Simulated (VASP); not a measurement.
# ScAl3 (Pmmm) in VASP: notebook, part 2 of 2

VASP 6.6.1.

**3. Single point, PBE (strain +0.0250 x Voigt [1, -1, 0, 0, 0, 0])**

The input, INCAR:

```
PREC     = Accurate       # precision mode
ENCUT    = 520            # plane-wave cutoff, eV
EDIFF    = 1E-6           # SCF threshold, eV
ISMEAR   = 0              # smearing method
SIGMA    = 0.15           # smearing width, eV
LREAL    = F              # projectors in reciprocal space
LASPH    = T              # aspherical terms in the spheres
NELM     = 60             # most SCF steps
ALGO     = Fast           # electronic algorithm
ISIF     = 2              # what is computed and relaxed
LWAVE    = F              # write WAVECAR
LCHARG   = F              # write CHGCAR
GGA      = PE             # functional
NBANDS   = 18             # bands
```

The input, KPOINTS:

```
Automatic mesh
0
Gamma
  12 12 12
```

The input, POSCAR:

```
ScAl3
1.0
    4.2079638617      0.0000000000      0.0000000000
    0.0000000000      4.0026973319      0.0000000000
    0.0000000000      0.0000000000      4.1053305968
Sc Al
1 3
Direct
    0.0000000000      0.0000000000      0.0000000000
    0.5000000000      0.0000000000      0.5000000000
    0.0000000000      0.5000000000      0.5000000000
    0.5000000000      0.5000000000      0.0000000000
```

Potentials or basis: VASP PAW PBE potentials, release 64 (Sc_sv, Al).

The run is started by

```
$ cat potpaw_PBE.64/Sc_sv/POTCAR potpaw_PBE.64/Al/POTCAR > POTCAR
$ mpirun -np 1 vasp_std > vasp.out
```

OUTCAR:

```text
PREC = Accurate
   ENCUT = 520
   EDIFF = 1E-6
   ISMEAR = 0
   LREAL = F
   LASPH = T
   NELM = 60
   ISIF = 2
   GGA = PE

 ion  position               nearest neighbor table
   1  0.000  0.000  0.000-   3 2.87   3 2.87   3 2.87   3 2.87   4 2.90   4 2.90   4 2.90   4 2.90
                             2 2.94   2 2.94   2 2.94   2 2.94
   2  0.500  0.000  0.500-   4 2.87   4 2.87   4 2.87   4 2.87   3 2.90   3 2.90   3 2.90   3 2.90
                             1 2.94   1 2.94   1 2.94   1 2.94
   3  0.000  0.500  0.500-   1 2.87   1 2.87   1 2.87   1 2.87   2 2.90   2 2.90   2 2.90   2 2.90
                             4 2.94   4 2.94   4 2.94   4 2.94
   4  0.500  0.500  0.000-   2 2.87   2 2.87   2 2.87   2 2.87   1 2.90   1 2.90   1 2.90   1 2.90
                             3 2.94   3 2.94   3 2.94   3 2.94

  LATTYP: Found a simple orthorhombic cell.
 ALAT       =     4.0026973319
 B/A-ratio  =     1.0256410256
 C/A-ratio  =     1.0512820513

  Lattice vectors:

 A1 = (   0.0000000000,   4.0026973319,   0.0000000000)
 A2 = (   0.0000000000,   0.0000000000,   4.1053305968)
 A3 = (   4.2079638617,   0.0000000000,   0.0000000000)

Analysis of symmetry for initial positions (statically):
[... 181 lines left out ...]
 val. band max:        7.1671433634   @ k =   0.0000   0.3333   0.2500
 cond. band min:       7.1720901232   @ k =   0.3333   0.2500   0.0000
 fundamental gap:      0.0049467598
 Fermi energy:         7.1700068333

 k-point     1 :       0.0000    0.0000    0.0000
  band No.  band energies     occupation
      1     -41.8539      2.00000
      2     -20.5694      2.00000
      3     -20.5530      2.00000
      4     -20.5353      2.00000
      5      -2.8034      2.00000
      6       4.3239      2.00000
[... 481 lines left out ...]
      5      -1.9795      2.00000
      6       2.4451      2.00000
[... 10 lines left out ...]
     17      11.7408      0.00000
     18      12.6149      0.00000

 [... further k-points ...]

------------------------ aborting loop because EDIFF is reached ----------------------------------------

  FORCE on cell =-STRESS in cart. coord.  units (eV):
  Direction    XX          YY          ZZ          XY          YZ          ZX
  --------------------------------------------------------------------------------------
  -------------------------------------------------------------------------------------
  Total       -1.4333802      1.5771713      0.1473117      0.0000000     -0.0000000      0.0000000
  in kB      -33.2123109     36.5440395      3.4133036      0.0000000     -0.0000000      0.0000000
  external PRESSURE =       2.2483441 kB  Pullay stress =       0.0000000 kB

 VOLUME and BASIS-vectors are now :
 -----------------------------------------------------------------------------
  energy-cutoff  :      520.00
  volume of cell :       69.15
      direct lattice vectors                 reciprocal lattice vectors
     4.207963862  0.000000000  0.000000000     0.237644626  0.000000000  0.000000000
     0.000000000  4.002697332  0.000000000     0.000000000  0.249831530  0.000000000
     0.000000000  0.000000000  4.105330597     0.000000000  0.000000000  0.243585742

 POSITION                                       TOTAL-FORCE (eV/Angst)
 -----------------------------------------------------------------------------------
      0.00000      0.00000      0.00000         0.000000      0.000000      0.000000
      2.10398      0.00000      2.05267         0.000000      0.000000      0.000000
      0.00000      2.00135      2.05267         0.000000      0.000000      0.000000
      2.10398      2.00135      0.00000         0.000000      0.000000      0.000000
 -----------------------------------------------------------------------------------
    total drift:                                0.000000      0.000000      0.000000

  FREE ENERGIE OF THE ION-ELECTRON SYSTEM (eV)
  ---------------------------------------------------
  free  energy   TOTEN  =       -19.2690250367 eV

  energy  without entropy=      -19.2534391682  energy(sigma->0) =      -19.26123210
```

OSZICAR:

```text
N       E                     dE             d eps       ncg     rms          rms(c)
DAV:   1     0.107697347605E+03    0.10770E+03   -0.82457E+03 12356   0.100E+03
DAV:   2    -0.153531722280E+02   -0.12305E+03   -0.12012E+03 12382   0.289E+02
DAV:   3    -0.201560914742E+02   -0.48029E+01   -0.46138E+01 18728   0.549E+01
DAV:   4    -0.202822788989E+02   -0.12619E+00   -0.12560E+00 18984   0.905E+00
DAV:   5    -0.202844846486E+02   -0.22057E-02   -0.22055E-02 18168   0.107E+00    0.871E+00
RMM:   6    -0.192049909334E+02    0.10795E+01   -0.18225E+00 12918   0.150E+01    0.261E+00
RMM:   7    -0.193288473905E+02   -0.12386E+00   -0.23255E+00 17055   0.656E+00    0.142E+00
RMM:   8    -0.192692048154E+02    0.59643E-01   -0.14459E-01 14081   0.446E+00    0.159E+00
RMM:   9    -0.192734749705E+02   -0.42702E-02   -0.90118E-02 17576   0.212E+00    0.678E-01
RMM:  10    -0.192685301747E+02    0.49448E-02   -0.19550E-02 15403   0.134E+00    0.122E-01
RMM:  11    -0.192693004846E+02   -0.77031E-03   -0.57329E-03 16980   0.484E-01    0.848E-02
RMM:  12    -0.192690523351E+02    0.24815E-03   -0.14936E-03 18315   0.287E-01    0.337E-02
RMM:  13    -0.192691010520E+02   -0.48717E-04   -0.22717E-04 18954   0.108E-01    0.609E-02
RMM:  14    -0.192690199976E+02    0.81054E-04   -0.20270E-04 16720   0.147E-01    0.467E-02
RMM:  15    -0.192690245288E+02   -0.45312E-05   -0.43124E-05 17326   0.474E-02    0.314E-02
RMM:  16    -0.192690256721E+02   -0.11433E-05   -0.69081E-06 15689   0.300E-02    0.297E-02
RMM:  17    -0.192690250367E+02    0.63543E-06   -0.22359E-06 13569   0.163E-02
   1 F= -.19269025E+02 E0= -.19261232E+02  d E =-.155859E-01
```

stdout:

```text
POSCAR found type information on POSCAR ScAl
 POSCAR found :  2 types and       4 ions
 scaLAPACK will be used
 LDA part: xc-table for (Slater+PW92), standard interpolation
 POSCAR, INCAR and KPOINTS ok, starting setup
 FFT: planning ... GRIDC
 FFT: planning ... GRID_SOFT
 FFT: planning ... GRID
 WAVECAR not read
 entering main loop
```

Wall time 5.3 min (1 thread of Oxide Virtual Turin-like, shared host); peak memory 0.45 GiB.

Results:

- Free energy: -19.2690 eV
- Pressure: 0.2 GPa
- Band gap on the k mesh: zero (band 10 reaches 8.06 eV, above the bottom of band 11 at 4.33 eV)

Levels at points of the mesh, in eV from the Fermi level:
```
           k point  band 8  band 9  band 10  band 11  band 12  band 13
(0.00, 0.00, 0.00)   -2.14   -1.82    -1.46     1.21     1.26     1.31
(0.50, 0.00, 0.00)   -1.46   -1.38     0.85     0.95     1.27     1.50
(0.00, 0.50, 0.00)   -1.66   -1.54     0.58     0.72     1.01     1.39
(0.50, 0.50, 0.00)   -4.33   -0.61    -0.46     1.20     1.35     1.95
(0.00, 0.00, 0.50)   -1.46   -1.43     0.53     0.68     1.30     1.63
(0.50, 0.00, 0.50)   -4.34   -0.40    -0.32     1.44     1.65     1.92
(0.00, 0.50, 0.50)   -4.33   -0.72    -0.65     0.99     1.05     2.13
(0.50, 0.50, 0.50)   -4.43   -3.06    -2.95    -2.84     0.91     2.47
```

Caveat: the cell differs from its parent crystal (strain +0.0250 x Voigt [1, -1, 0, 0, 0, 0]).
